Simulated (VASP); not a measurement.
# LiCl (a cell with a defect) in VASP: single point with PBEsol

Aim: the single point of LiCl (a cell with a defect) with PBEsol.

Program: VASP 6.6.1. These are calculated values, not measurements. Logs are shortened: lines on timing, memory, paths and dates and some standing lists are left out, and cuts for length are marked.

**1. The cell of the first run**

The cell holds a defect, 62 atoms: a = 10.133 Å, b = 10.133 Å, c = 10.133 Å, α = 90.00°, β = 90.00°, γ = 90.00°.

**2. Single point, PBEsol**

INCAR

```
ALGO = Normal
EDIFF = 1E-6
ENCUT = 650
GGA = PS
GGA_COMPAT = False
ISIF = 2
ISMEAR = -1
ISYM = 0
LASPH = True
LCHARG = True
LELF = True
LREAL = Auto
LVHAR = True
LWAVE = False
NBANDS = 192
NELM = 120
PREC = Accurate
SIGMA = 0.05
```

KPOINTS

```
Automatic mesh
0
Gamma
  1 1 1
  0.25 0.25 0.25
```

POSCAR

```
LiCl
1.0
   10.1327090000      0.0000000000      0.0000000000
    0.0000000000     10.1327090000      0.0000000000
    0.0000000000      0.0000000000     10.1327090000
Cl Li
31 31
Direct
    0.2492440000      0.0059400000      0.0057540000
    0.2483020000      0.0061510000      0.4942750000
    0.2483050000      0.4944500000      0.0055880000
    0.2433740000      0.4951730000      0.4948330000
    0.7510540000      0.0012800000      0.0010900000
    0.7524580000      0.0021270000      0.4986350000
    0.7524730000      0.4987000000      0.0017630000
    0.7599030000      0.4987770000      0.4987290000
    0.0061270000      0.2489740000      0.0056550000
    0.0064630000      0.2481040000      0.4942430000
    0.0016240000      0.7509240000      0.0011410000
    0.0022970000      0.7522540000      0.4984820000
    0.4946850000      0.2479170000      0.0061310000
    0.4953520000      0.2431920000      0.4946900000
    0.4989570000      0.7521430000      0.0018910000
    0.4990660000      0.7595070000      0.4986410000
    0.0061000000      0.0059560000      0.2488800000
    0.0015900000      0.0013770000      0.7506320000
    0.0065170000      0.4944550000      0.2476330000
    0.0024360000      0.4988480000      0.7520810000
    0.4948770000      0.0060240000      0.2477920000
    0.4989890000      0.0021720000      0.7520050000
    0.4949420000      0.4948890000      0.2429450000
    0.4991800000      0.4988110000      0.7592740000
    0.2494230000      0.2491670000      0.7495770000
    0.2492380000      0.7498680000      0.2487730000
    0.2498590000      0.7508370000      0.7504940000
    0.7501290000      0.2491390000      0.2488390000
    0.7510520000      0.2496190000      0.7505650000
    0.7509880000      0.7506500000      0.2493600000
    0.7507910000      0.7506550000      0.7503760000
    0.9998420000      0.9997930000      0.9997540000
    0.0000280000      0.9997910000      0.4999230000
    0.0001470000      0.4999320000      0.9994780000
    0.0007700000      0.5002740000      0.4998690000
    0.5003320000      0.9996690000      0.9993290000
    0.5004000000      0.0004100000      0.4998480000
    0.5003170000      0.4998040000      0.0001490000
    0.2520320000      0.2516090000      0.9778900000
    0.2566460000      0.2564070000      0.5206470000
    0.2517540000      0.7478060000      0.9968780000
    0.2562860000      0.7426860000      0.5015330000
    0.7477240000      0.2513830000      0.9969570000
    0.7430330000      0.2561780000      0.5018480000
    0.7484660000      0.7480680000      0.9987090000
    0.7435560000      0.7432920000      0.5009750000
    0.2520830000      0.9781920000      0.2515960000
    0.2516880000      0.9971870000      0.7474040000
    0.2560930000      0.5209360000      0.2559140000
    0.2566180000      0.5020440000      0.7427510000
    0.7480450000      0.9971500000      0.2511680000
    0.7485090000      0.9990550000      0.7480810000
    0.7421670000      0.5019050000      0.2561710000
    0.7438120000      0.5010570000      0.7432410000
    0.9784670000      0.2517480000      0.2515080000
    0.9975610000      0.2514330000      0.7471990000
    0.9973840000      0.7473200000      0.2510540000
    0.9992900000      0.7482390000      0.7480800000
    0.5213020000      0.2560690000      0.2559140000
    0.5023540000      0.2562460000      0.7421530000
    0.5021810000      0.7427830000      0.2559020000
    0.5013340000      0.7430030000      0.7429360000
```

Potentials or basis: VASP PAW PBE potentials, release 64 (Cl, Li_sv).

The run is started by

```console
cat potpaw_PBE.64/Cl/POTCAR potpaw_PBE.64/Li_sv/POTCAR > POTCAR
mpirun -np 1 vasp_std > vasp.out
```

OUTCAR:

```text
EDIFF = 1E-6
   ENCUT = 650
   GGA = PS
   ISIF = 2
   ISMEAR = -1
   ISYM = 0
   LASPH = True
   LREAL = Auto
   NELM = 120
   PREC = Accurate

 ion  position               nearest neighbor table
   1  0.249  0.006  0.006-  39 2.51  47 2.51  32 2.53  36 2.55  41 2.62  48 2.62
   2  0.248  0.006  0.494-  47 2.48  33 2.52  40 2.55  37 2.56  48 2.57
   3  0.248  0.494  0.006-  39 2.48  34 2.52  49 2.55  38 2.55  41 2.57
   4  0.243  0.495  0.495-  40 2.44  49 2.44  35 2.46  42 2.51  50 2.52
   5  0.751  0.001  0.001-  32 2.52  51 2.53  43 2.53  36 2.54  52 2.56  45 2.57
   6  0.752  0.002  0.499-  51 2.51  33 2.51  52 2.53  37 2.55  44 2.58  46 2.62
   7  0.752  0.499  0.002-  43 2.51  34 2.51  45 2.53  38 2.56  53 2.58  54 2.62
   8  0.760  0.499  0.499-  35 2.44  44 2.46  53 2.46  54 2.48  46 2.48
   9  0.006  0.249  0.006-  55 2.51  39 2.51  32 2.53  34 2.54  43 2.62  56 2.62
  10  0.006  0.248  0.494-  55 2.48  33 2.52  40 2.55  35 2.56  56 2.56
  11  0.002  0.751  0.001-  32 2.52  57 2.53  41 2.54  34 2.54  58 2.56  45 2.57
  12  0.002  0.752  0.498-  57 2.51  33 2.51  58 2.53  35 2.55  42 2.58  46 2.62
  13  0.495  0.248  0.006-  39 2.48  36 2.52  59 2.55  38 2.55  43 2.57
  14  0.495  0.243  0.495-  40 2.44  59 2.44  37 2.46  60 2.51  44 2.51
  15  0.499  0.752  0.002-  41 2.51  36 2.51  45 2.53  38 2.56  61 2.58  62 2.63
  16  0.499  0.760  0.499-  37 2.44  61 2.47  42 2.47  62 2.48  46 2.48
  17  0.006  0.006  0.249-  55 2.51  47 2.51  32 2.53  33 2.55  51 2.62  57 2.62
[... 31 lines left out ...]
  49  0.256  0.521  0.256-  26 2.32  23 2.44   4 2.44  19 2.54   3 2.55
  50  0.257  0.502  0.743-  24 2.46   4 2.52  27 2.52  25 2.56  20 2.58
  51  0.748  0.997  0.251-  30 2.50   6 2.51   5 2.53  28 2.55  21 2.57  17 2.62
  52  0.749  0.999  0.748-  31 2.52   6 2.53  22 2.53  29 2.54   5 2.56  18 2.56
  53  0.742  0.502  0.256-   8 2.46  23 2.51  30 2.52  28 2.56   7 2.58
  54  0.744  0.501  0.743-   8 2.48  24 2.48  31 2.53  29 2.55   7 2.62  20 2.62
  55  0.978  0.252  0.252-  28 2.31  19 2.48  10 2.48  17 2.51   9 2.51
  56  0.998  0.251  0.747-  29 2.50  20 2.51  18 2.53  25 2.55  10 2.56   9 2.62
  57  0.997  0.747  0.251-  30 2.50  12 2.51  11 2.53  26 2.55  19 2.56  17 2.62
  58  0.999  0.748  0.748-  31 2.52  20 2.53  12 2.53  27 2.54  11 2.56  18 2.57
  59  0.521  0.256  0.256-  28 2.32  14 2.44  23 2.44  13 2.55  21 2.55
  60  0.502  0.256  0.742-  24 2.46  14 2.51  29 2.52  25 2.56  22 2.58
  61  0.502  0.743  0.256-  16 2.47  23 2.52  30 2.52  26 2.57  15 2.58
  62  0.501  0.743  0.743-  24 2.48  16 2.48  31 2.53  27 2.55  15 2.63  22 2.63

IMPORTANT INFORMATION: All symmetrisations will be switched off!
NOSYMM: (Re-)initialisation of all symmetry stuff for point group C_1.

----------------------------------------------------------------------------------------

                                     Primitive cell

  volume of cell :    1040.3434

[... 199 lines left out ...]
   NUPDOWN=      -1.0000    fix difference up-down
   EMIN   =  10.00;   EMAX   =-10.00  energy-range for DOS
   EFERMI =   0.00;   METHOD = LEGACY
   ISMEAR =    -1;   SIGMA  =   0.05  broadening in eV -4-tet -1-fermi 0-gaus
   EFERMI_NEDOS =   21; number of points for ismear=-14 and -15
   IALGO  =     38    algorithm
   IMIX   =      4    mixing-type and parameters
     AMIX     =   0.40;   BMIX     =  1.00
     AMIX_MAG =   1.60;   BMIX_MAG =  1.00
  volume/ion in A,a.u.               =      16.78       113.24
  Fermi-wavevector in a.u.,A,eV,Ry     =   1.093461  2.066341 16.267890  1.195656
  Thomas-Fermi vector in A             =   2.229746
   LORBIT       =      0    0 simple, 1 ext, 2 COOP (PROOUT), +10 PAW based schemes
   GGA     = PS    functional components
   LHFCALC =     F    Hartree Fock is set to
   AEXX    =    0.0000 exact exchange contribution
   IVDW    =     0    specifies the selected vdW correction
   LEPSILON=     F    determine dielectric tensor
   LRPA    =     F    only Hartree local field effects (RPA)
 non-spin polarized calculation
  energy-cutoff  :      650.00
  volume of cell :     1040.34
 maximum number of plane-waves:     39213
   NGX = 43   NGY = 43   NGZ = 43

 number of electron     309.9999945 magnetization

 Free energy of the ion-electron system (eV)
  ---------------------------------------------------
  ext. energy  EPLUGINS =         0.00000000
  ---------------------------------------------------
  free energy    TOTEN  =      -235.59551376 eV

  energy without entropy =     -235.59551376  energy(sigma->0) =     -235.59551376

 E-fermi :   1.9343     XC(G=0):  -8.8826

 val. band max:        0.6358324336   @ k =  -0.2500  -0.2500   0.2500
 cond. band min:       5.9226345233   @ k =   0.2500   0.2500   0.2500
 fundamental gap:      5.2868020897
 Fermi energy:         1.9342801998

 k-point     1 :       0.2500    0.2500    0.2500
  band No.  band energies     occupation
      1     -42.3491      2.00000
      2     -42.3474      2.00000
      3     -42.3470      2.00000
      4     -42.2811      2.00000
      5     -42.2806      2.00000
      6     -42.2800      2.00000
[... 669 lines left out ...]
    166       8.3120      0.00000
    167       8.4549      0.00000
 [bands above 167 left out]

------------------------ aborting loop because EDIFF is reached ----------------------------------------

  FORCE on cell =-STRESS in cart. coord.  units (eV):
  Direction    XX          YY          ZZ          XY          YZ          ZX
  --------------------------------------------------------------------------------------
  -------------------------------------------------------------------------------------
  Total       -0.2374479     -0.2382962     -0.2385652      0.1105180      0.1302801      0.1391502
  in kB       -0.3656809     -0.3669872     -0.3674015      0.1702028      0.2006374      0.2142978
  external PRESSURE =      -0.3666899 kB  Pullay stress =       0.0000000 kB

 VOLUME and BASIS-vectors are now :
 -----------------------------------------------------------------------------
  energy-cutoff  :      650.00
  volume of cell :     1040.34
      direct lattice vectors                 reciprocal lattice vectors
    10.132709000  0.000000000  0.000000000     0.098690291  0.000000000  0.000000000
     0.000000000 10.132709000  0.000000000     0.000000000  0.098690291  0.000000000
     0.000000000  0.000000000 10.132709000     0.000000000  0.000000000  0.098690291

 POSITION                                       TOTAL-FORCE (eV/Angst)
 -----------------------------------------------------------------------------------
      2.52552      0.06019      0.05830         0.007006     -0.005116     -0.004834
      2.51597      0.06233      5.00834         0.002393     -0.000435     -0.009634
      2.51600      5.01012      0.05662         0.001329     -0.005587      0.007690
      2.46604      5.01744      5.01400        -0.005897     -0.002517     -0.003797
      7.61021      0.01297      0.01104         0.001803      0.003773      0.003686
      7.62444      0.02155      5.05252         0.001048      0.002316     -0.004050
[... 54 lines left out ...]
      5.08845      7.52640      2.59298         0.008632     -0.002304     -0.000438
      5.07987      7.52863      7.52795        -0.002186      0.005196      0.003171
 -----------------------------------------------------------------------------------
    total drift:                               -0.013043     -0.010274     -0.009884

  FREE ENERGIE OF THE ION-ELECTRON SYSTEM (eV)
  ---------------------------------------------------
  free  energy   TOTEN  =      -235.5955137565 eV

  energy  without entropy=     -235.5955137565  energy(sigma->0) =     -235.59551376
```

Wall time 46 min (1 thread of AMD EPYC 7R13 (Zen 3), shared host); peak memory 1.4 GiB.

Results:

* Free energy: -235.5955 eV
* Pressure: 0.0 GPa
* Largest force: 0.014 eV/Å
* Band gap on the k mesh: 5.29 eV

Forces on the atoms (eV/Å):
```
Cl   0.007 -0.005 -0.005
Cl   0.002  0.000 -0.010
Cl   0.001 -0.006  0.008
Cl  -0.006 -0.003 -0.004
Cl   0.002  0.004  0.004
Cl   0.001  0.002 -0.004
Cl  -0.002  0.000  0.007
Cl   0.010 -0.002 -0.006
Cl  -0.005  0.007 -0.003
Cl   0.000  0.000 -0.006
Cl   0.003 -0.001  0.003
Cl   0.000  0.001 -0.002
Cl  -0.004  0.001 -0.004
Cl  -0.003 -0.006 -0.002
Cl  -0.001  0.002  0.004
Cl  -0.001  0.011 -0.006
Cl  -0.005 -0.006  0.004
Cl   0.005  0.004  0.002
Cl  -0.002 -0.006  0.003
Cl  -0.003 -0.002  0.000
Cl  -0.008  0.000  0.001
Cl  -0.002  0.001  0.003
Cl   0.000 -0.001 -0.009
Cl   0.001 -0.004  0.011
Cl   0.005  0.003  0.002
Cl   0.008  0.002  0.005
Cl   0.005 -0.008 -0.006
Cl   0.002  0.005  0.006
Cl  -0.008  0.004 -0.008
Cl  -0.009 -0.008  0.005
Cl  -0.001 -0.005 -0.005
Li   0.001 -0.001 -0.004
Li  -0.001  0.000  0.001
Li  -0.001  0.002 -0.001
Li   0.003  0.001  0.000
Li   0.002 -0.003  0.000
Li   0.002  0.002  0.001
Li   0.001  0.004  0.002
Li   0.000 -0.001 -0.002
Li  -0.010 -0.010  0.003
Li  -0.002  0.001  0.003
Li   0.001 -0.001  0.013
Li   0.003  0.000  0.004
Li   0.000  0.000  0.008
Li   0.000  0.001  0.000
Li   0.003  0.003 -0.002
Li  -0.001 -0.002 -0.002
Li  -0.001  0.003  0.001
Li  -0.008  0.001 -0.009
Li  -0.001  0.010 -0.003
Li  -0.001  0.001  0.002
Li   0.000 -0.003 -0.001
Li   0.004  0.009 -0.001
Li   0.003  0.000  0.002
Li  -0.002  0.000 -0.001
Li   0.001  0.000  0.004
Li   0.002  0.004  0.002
Li   0.000 -0.001 -0.001
Li  -0.006 -0.010 -0.009
Li   0.008  0.000 -0.001
Li   0.009 -0.002  0.000
Li  -0.002  0.005  0.003
```

Levels at points of the mesh, in eV from the valence-band top:
| k point | band 152 | band 153 | band 154 | band 155 | band 156 | band 157 | band 158 | band 159 |
| --- | --- | --- | --- | --- | --- | --- | --- | --- |
| (0.25, 0.25, 0.25) | -0.06 | -0.06 | -0.01 | 0.00 | 5.29 | 6.76 | 6.98 | 7.05 |

Caveat: the PAW data sets were made with another functional, which shifts forces and pressure a little.
